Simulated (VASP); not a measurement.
# MgS (Fm-3m) in VASP: a series of runs, part 2 of 3

VASP 6.6.1. Earlier steps stand in the parts before.

## 4. Single point, PBEsol

This run uses another cell than the first one, of 17.39 Å³/atom, 1.031 times its volume.

INCAR

```
SYSTEM = MgS
  PREC = Accurate
  ENCUT = 520
  EDIFF = 1E-6
  ISMEAR = 0
  SIGMA = 0.02
  LREAL = .FALSE.
  LASPH = .TRUE.
  NELM = 60
  ALGO = Normal
  ISIF = 2
  LWAVE = .FALSE.
  LCHARG = .FALSE.
  GGA = PS
  NBANDS = 11
```

KPOINTS

```
Automatic mesh
0
G
  8 8 8
  0 0 0
```

POSCAR

```
MgS
1.0
    0.0000000000      2.5909905694      2.5909905694
    2.5909905694      0.0000000000      2.5909905694
    2.5909905694      2.5909905694      0.0000000000
Mg S
1 1
Direct
    0.0000000000      0.0000000000      0.0000000000
    0.5000000000      0.5000000000      0.5000000000
```

Potentials or basis: VASP PAW PBE potentials, release 64 (Mg, S).

On the command line:

```bash
cat potpaw_PBE.64/Mg/POTCAR potpaw_PBE.64/S/POTCAR > POTCAR
mpirun -np 1 vasp_std > vasp.out
```

OUTCAR:

```text
SYSTEM = MgS
   PREC = Accurate
   ENCUT = 520
   EDIFF = 1E-6
   ISMEAR = 0
   LREAL = .FALSE.
   LASPH = .TRUE.
   NELM = 60
   ISIF = 2
   GGA = PS

 ion  position               nearest neighbor table
   1  0.000  0.000  0.000-   2 2.59   2 2.59   2 2.59   2 2.59   2 2.59   2 2.59
   2  0.500  0.500  0.500-   1 2.59   1 2.59   1 2.59   1 2.59   1 2.59   1 2.59

  LATTYP: Found a face centered cubic cell.
 ALAT       =     5.1819811388

  Lattice vectors:

 A1 = (   0.0000000000,   2.5909905694,   2.5909905694)
 A2 = (   2.5909905694,   0.0000000000,   2.5909905694)
 A3 = (   2.5909905694,   2.5909905694,   0.0000000000)

Analysis of symmetry for initial positions (statically):
=====================================================================
 Subroutine PRICEL returns:
 Original cell was already a primitive cell.

 Routine SETGRP: Setting up the symmetry group for a
 face centered cubic supercell.

 Subroutine GETGRP returns: Found 48 space group operations
 (whereof 48 operations were pure point group operations)
 out of a pool of 48 trial point group operations.

The static configuration has the point symmetry O_h .

Analysis of symmetry for dynamics (positions and initial velocities):
=====================================================================
 Subroutine PRICEL returns:
 Original cell was already a primitive cell.

 Routine SETGRP: Setting up the symmetry group for a
 face centered cubic supercell.

 Subroutine GETGRP returns: Found 48 space group operations
 (whereof 48 operations were pure point group operations)
 out of a pool of 48 trial point group operations.

The dynamic configuration has the point symmetry O_h .

 Subroutine INISYM returns: Found 48 space group operations
 (whereof 48 operations are pure point group operations),
 and found     1 'primitive' translations

----------------------------------------------------------------------------------------

                                     Primitive cell

  volume of cell :      34.7878

  direct lattice vectors                    reciprocal lattice vectors
     0.000000000  2.590990569  2.590990569    -0.192976387  0.192976387  0.192976387
     2.590990569  0.000000000  2.590990569     0.192976387 -0.192976387  0.192976387
     2.590990569  2.590990569  0.000000000     0.192976387  0.192976387 -0.192976387

  length of vectors
     3.664214003  3.664214003  3.664214003     0.334244908  0.334244908  0.334244908

  position of ions in fractional coordinates (direct lattice)
     0.000000000  0.000000000  0.000000000
     0.500000000  0.500000000  0.500000000

  ion indices of the primitive-cell ions
   primitive index   ion index
                 1           1
                 2           2

----------------------------------------------------------------------------------------

 KPOINTS: Automatic mesh

Automatic generation of k-mesh.
 Grid dimensions read from file:
 generate k-points for:    8    8    8

 Generating k-lattice:

  Cartesian coordinates                     Fractional coordinates (reciprocal lattice)
    -0.024122048  0.024122048  0.024122048     0.125000000  0.000000000  0.000000000
     0.024122048 -0.024122048  0.024122048     0.000000000  0.125000000  0.000000000
     0.024122048  0.024122048 -0.024122048     0.000000000  0.000000000  0.125000000

  Length of vectors
     0.041780613  0.041780613  0.041780613

  Shift w.r.t. Gamma in fractional coordinates (k-lattice)
     0.000000000  0.000000000  0.000000000

 Subroutine IBZKPT returns following result:
 ===========================================

 Found     29 irreducible k-points:

 Following reciprocal coordinates:
            Coordinates               Weight
  0.000000  0.000000  0.000000      1.000000
  0.125000  0.000000  0.000000      8.000000
  0.250000  0.000000  0.000000      8.000000
  0.375000  0.000000  0.000000      8.000000
  0.500000  0.000000  0.000000      4.000000
  0.125000  0.125000  0.000000      6.000000
[... 16 lines left out ...]
  0.500000  0.250000  0.125000     48.000000
 -0.375000  0.250000  0.125000     24.000000
 [... further k-points ...]
   k-points           NKPTS =     29   k-points in BZ     NKDIM =     29   number of bands    NBANDS=     11
   number of dos      NEDOS =    301   number of ions     NIONS =      2
   total plane-waves  NPLWV =  21952
   dimension x,y,z NGX =    28 NGY =   28 NGZ =   28
   dimension x,y,z NGXF=    56 NGYF=   56 NGZF=   56
   ions per type =               1   1
   NGX,Y,Z   is equivalent  to a cutoff of  12.70, 12.70, 12.70 a.u.
   NGXF,Y,Z  is equivalent  to a cutoff of  25.41, 25.41, 25.41 a.u.
 SYSTEM =  MgS
   PREC   = accura    normal or accurate (medium, high low for compatibility)
   ISTART =      0    job   : 0-new  1-cont  2-samecut
   ICHARG =      2    charge: 1-file 2-atom 10-const
   ISPIN  =      1    spin polarized calculation?
   LNONCOLLINEAR =      F non collinear calculations
   LSORBIT =      F    spin-orbit coupling
   LASPH  =      T    aspherical Exc in radial PAW
   ENCUT  =  520.0 eV  38.22 Ry    6.18 a.u.   6.81  6.81  6.81*2*pi/ulx,y,z
   NELM   =     60;   NELMIN=  2; NELMDL= -5     # of ELM steps
   EDIFF  = 0.1E-05   stopping-criterion for ELM
   LREAL  =      F    real-space projection
   EDIFFG = 0.1E-04   stopping-criterion for IOM
   NSW    =      0    number of steps for IOM
   IBRION =     -1    ionic relax: 0-MD 1-quasi-New 2-CG
   NFREE  =      0    steps in history (QN), initial steepest desc. (CG)
   ISIF   =      2    stress and relaxation
   ISYM   =      2    0-nonsym 1-usesym 2-fastsym
   POTIM  = 0.5000    time-step for ionic-motion
   TEBEG  =    0.0;   TEEND  =   0.0 temperature during run
   PSTRESS=    0.0 pullay stress
   NELECT =       8.0000    total number of electrons
   NUPDOWN=      -1.0000    fix difference up-down
   EMIN   =  10.00;   EMAX   =-10.00  energy-range for DOS
   EFERMI =   0.00;   METHOD = LEGACY
   ISMEAR =     0;   SIGMA  =   0.02  broadening in eV -4-tet -1-fermi 0-gaus
   EFERMI_NEDOS =   21; number of points for ismear=-14 and -15
   IALGO  =     38    algorithm
   IMIX   =      4    mixing-type and parameters
     AMIX     =   0.40;   BMIX     =  1.00
     AMIX_MAG =   1.60;   BMIX_MAG =  1.00
  volume/ion in A,a.u.               =      17.39       117.38
  Fermi-wavevector in a.u.,A,eV,Ry     =   1.002988  1.895372 13.687251  1.005985
  Thomas-Fermi vector in A             =   2.135511
   LORBIT       =      0    0 simple, 1 ext, 2 COOP (PROOUT), +10 PAW based schemes
   GGA     = PS    functional components
   LHFCALC =     F    Hartree Fock is set to
   AEXX    =    0.0000 exact exchange contribution
   IVDW    =     0    specifies the selected vdW correction
   LEPSILON=     F    determine dielectric tensor
   LRPA    =     F    only Hartree local field effects (RPA)
 non-spin polarized calculation
 Gauss-broadening in eV      SIGMA  =   0.02
  energy-cutoff  :      520.00
  volume of cell :       34.79
 maximum number of plane-waves:       960
   NGX = 13   NGY = 13   NGZ = 13

 number of electron       7.9999999 magnetization

 Free energy of the ion-electron system (eV)
  ---------------------------------------------------
  ext. energy  EPLUGINS =         0.00000000
  ---------------------------------------------------
  free energy    TOTEN  =        -9.07505713 eV

  energy without entropy =       -9.07505713  energy(sigma->0) =       -9.07505713

 E-fermi :   3.9546     XC(G=0):  -9.8876

 val. band max:        3.7860618979   @ k =   0.0000   0.0000   0.0000
 cond. band min:       6.5157054924   @ k =   0.5000   0.5000   0.0000
 fundamental gap:      2.7296435944
 Fermi energy:         3.9546418002

 k-point     1 :       0.0000    0.0000    0.0000
  band No.  band energies     occupation
      1      -8.9684      2.00000
      2       3.7861      2.00000
      3       3.7861      2.00000
      4       3.7861      2.00000
      5       7.4760      0.00000
      6      11.6323      0.00000
      7      11.6323      0.00000
      8      11.6323      0.00000
      9      14.1110      0.00000
     10      14.1110      0.00000
     11      16.1114      0.00000
[... 309 lines left out ...]
 k-point    24 :      -0.3750    0.2500    0.1250
  band No.  band energies     occupation
      1      -7.4061      2.00000
      2      -0.6405      2.00000
      3       1.5713      2.00000
      4       2.5940      2.00000
      5       9.3184      0.00000
      6       9.8010      0.00000
      7      12.1714      0.00000
      8      13.1766      0.00000
      9      16.0015      0.00000
     10      17.1054      0.00000
     11      19.2796      0.00000

 [... further k-points ...]

------------------------ aborting loop because EDIFF is reached ----------------------------------------

  FORCE on cell =-STRESS in cart. coord.  units (eV):
  Direction    XX          YY          ZZ          XY          YZ          ZX
  --------------------------------------------------------------------------------------
  -------------------------------------------------------------------------------------
  Total       -0.0429190     -0.0429190     -0.0429190      0.0000000      0.0000000     -0.0000000
  in kB       -1.9766650     -1.9766650     -1.9766650      0.0000000      0.0000000     -0.0000000
  external PRESSURE =      -1.9766650 kB  Pullay stress =       0.0000000 kB

 VOLUME and BASIS-vectors are now :
 -----------------------------------------------------------------------------
  energy-cutoff  :      520.00
  volume of cell :       34.79
      direct lattice vectors                 reciprocal lattice vectors
     0.000000000  2.590990569  2.590990569    -0.192976387  0.192976387  0.192976387
     2.590990569  0.000000000  2.590990569     0.192976387 -0.192976387  0.192976387
     2.590990569  2.590990569  0.000000000     0.192976387  0.192976387 -0.192976387

 POSITION                                       TOTAL-FORCE (eV/Angst)
 -----------------------------------------------------------------------------------
      0.00000      0.00000      0.00000         0.000000      0.000000      0.000000
      2.59099      2.59099      2.59099        -0.000000     -0.000000     -0.000000
 -----------------------------------------------------------------------------------
    total drift:                                0.000000      0.000000      0.000000

  FREE ENERGIE OF THE ION-ELECTRON SYSTEM (eV)
  ---------------------------------------------------
  free  energy   TOTEN  =        -9.0750571315 eV

  energy  without entropy=       -9.0750571315  energy(sigma->0) =       -9.07505713
```

stdout:

```text
POSCAR found type information on POSCAR MgS
 POSCAR found :  2 types and       2 ions
 scaLAPACK will be used
 -----------------------------------------------------------------------------
|                                                                             |
|                                                                             |
|     You enforced a specific xc type in the INCAR file but a different       |
|     I HOPE YOU KNOW WHAT YOU ARE DOING!                                     |
|                                                                             |
 -----------------------------------------------------------------------------

 LDA part: xc-table for (Slater+PW92), standard interpolation
 POSCAR, INCAR and KPOINTS ok, starting setup
 FFT: planning ... GRIDC
 FFT: planning ... GRID_SOFT
 FFT: planning ... GRID
 WAVECAR not read
 entering main loop
```

Wall time 8.3 s (1 thread of Intel Xeon Platinum 8488C (Sapphire Rapids), shared host); peak memory 0.15 GiB.

Results:

```
Free energy            : -9.0751 eV
Pressure               : -0.2 GPa
Band gap on the k mesh : 2.73 eV, indirect (least direct gap 3.69 eV)
```

Caveat: the PAW data sets were made with another functional, which shifts forces and pressure a little. Expect the measured gap to be larger: semilocal functionals such as PBEsol lack the derivative discontinuity.

## 5. Single point, PBEsol

This run uses another cell than the first one, of 17.39 Å³/atom, 1.031 times its volume.

INCAR

```
PREC = Accurate
ENCUT = 520
EDIFF = 1E-6
ISMEAR = 0
SIGMA = 0.02
LREAL = F
LASPH = T
NELM = 60
ALGO = Normal
ISIF = 2
LWAVE = F
LCHARG = F
GGA = PS
NBANDS = 11
```

KPOINTS

```
regular mesh
0
Gamma
  8 8 8
```

POSCAR is that of step 4.

Potentials or basis: VASP PAW PBE potentials, release 64 (Mg, S).

On the command line:

```bash
cat potpaw_PBE.64/Mg/POTCAR potpaw_PBE.64/S/POTCAR > POTCAR
mpirun -np 1 vasp_std > vasp.out
```

OUTCAR:

```text
PREC = Accurate
   ENCUT = 520
   EDIFF = 1E-6
   ISMEAR = 0
   LREAL = F
   LASPH = T
   NELM = 60
   ISIF = 2
   GGA = PS

 ion  position               nearest neighbor table
   1  0.000  0.000  0.000-   2 2.59   2 2.59   2 2.59   2 2.59   2 2.59   2 2.59
   2  0.500  0.500  0.500-   1 2.59   1 2.59   1 2.59   1 2.59   1 2.59   1 2.59

  LATTYP: Found a face centered cubic cell.
 ALAT       =     5.1819811388

  Lattice vectors:

[... 520 lines left out ...]

 [... further k-points ...]

------------------------ aborting loop because EDIFF is reached ----------------------------------------

  FORCE on cell =-STRESS in cart. coord.  units (eV):
  Direction    XX          YY          ZZ          XY          YZ          ZX
  --------------------------------------------------------------------------------------
  -------------------------------------------------------------------------------------
  Total       -0.0429190     -0.0429190     -0.0429190      0.0000000      0.0000000     -0.0000000
  in kB       -1.9766650     -1.9766650     -1.9766650      0.0000000      0.0000000     -0.0000000
  external PRESSURE =      -1.9766650 kB  Pullay stress =       0.0000000 kB

 VOLUME and BASIS-vectors are now :
 -----------------------------------------------------------------------------
  energy-cutoff  :      520.00
  volume of cell :       34.79
      direct lattice vectors                 reciprocal lattice vectors
     0.000000000  2.590990569  2.590990569    -0.192976387  0.192976387  0.192976387
     2.590990569  0.000000000  2.590990569     0.192976387 -0.192976387  0.192976387
     2.590990569  2.590990569  0.000000000     0.192976387  0.192976387 -0.192976387

 POSITION                                       TOTAL-FORCE (eV/Angst)
 -----------------------------------------------------------------------------------
      0.00000      0.00000      0.00000         0.000000      0.000000      0.000000
      2.59099      2.59099      2.59099        -0.000000     -0.000000     -0.000000
 -----------------------------------------------------------------------------------
    total drift:                                0.000000      0.000000      0.000000

  FREE ENERGIE OF THE ION-ELECTRON SYSTEM (eV)
  ---------------------------------------------------
  free  energy   TOTEN  =        -9.0750571315 eV

  energy  without entropy=       -9.0750571315  energy(sigma->0) =       -9.07505713
```

OSZICAR:

```text
N       E                     dE             d eps       ncg     rms          rms(c)
DAV:   1     0.222357893573E+02    0.22236E+02   -0.35688E+03   662   0.587E+02
DAV:   2    -0.803789450055E+01   -0.30274E+02   -0.28419E+02   804   0.103E+02
DAV:   3    -0.943372419405E+01   -0.13958E+01   -0.13930E+01   826   0.233E+01
DAV:   4    -0.944163352654E+01   -0.79093E-02   -0.79087E-02   743   0.210E+00
DAV:   5    -0.944170613844E+01   -0.72612E-04   -0.72611E-04   785   0.202E-01    0.416E+00
DAV:   6    -0.911859638270E+01    0.32311E+00   -0.67884E-01   728   0.321E+00    0.314E+00
DAV:   7    -0.907786892787E+01    0.40727E-01   -0.18516E-01   761   0.182E+00    0.194E+00
DAV:   8    -0.907529239041E+01    0.25765E-02   -0.10403E-02   689   0.582E-01    0.748E-01
DAV:   9    -0.907506680296E+01    0.22559E-03   -0.53297E-04   734   0.127E-01    0.314E-01
DAV:  10    -0.907505869748E+01    0.81055E-05   -0.17618E-04   731   0.586E-02    0.316E-02
DAV:  11    -0.907505736399E+01    0.13335E-05   -0.41091E-06   737   0.105E-02    0.176E-02
DAV:  12    -0.907505713149E+01    0.23249E-06   -0.44404E-07   430   0.373E-03
   1 F= -.90750571E+01 E0= -.90750571E+01  d E =-.921548E-35
```

It took 7.3 s on 1 thread of Intel Xeon Platinum 8488C (Sapphire Rapids), shared host; peak memory 0.15 GiB.

What came out:

```yaml
Free_energy: -9.0751 eV
Pressure: -0.2 GPa
Band_gap_on_the_k_mesh: 2.73 eV, indirect (least direct gap 3.69 eV)
```

Levels at points of the mesh, in eV from the valence-band top:
```
           k point  band 1  band 2  band 3  band 4  band 5  band 6  band 7  band 8
(0.00, 0.00, 0.00)  -12.75    0.00    0.00    0.00    3.69    7.85    7.85    7.85
(0.50, 0.00, 0.00)  -11.40   -4.96   -0.61   -0.61    4.42    6.84    6.84   10.20
(0.50, 0.50, 0.00)  -11.01   -4.33   -1.74   -1.74    2.73    4.21   11.99   12.86
```

Caveat: the PAW data sets were made with another functional, which shifts forces and pressure a little.

(Continued in part 3 of 3.)
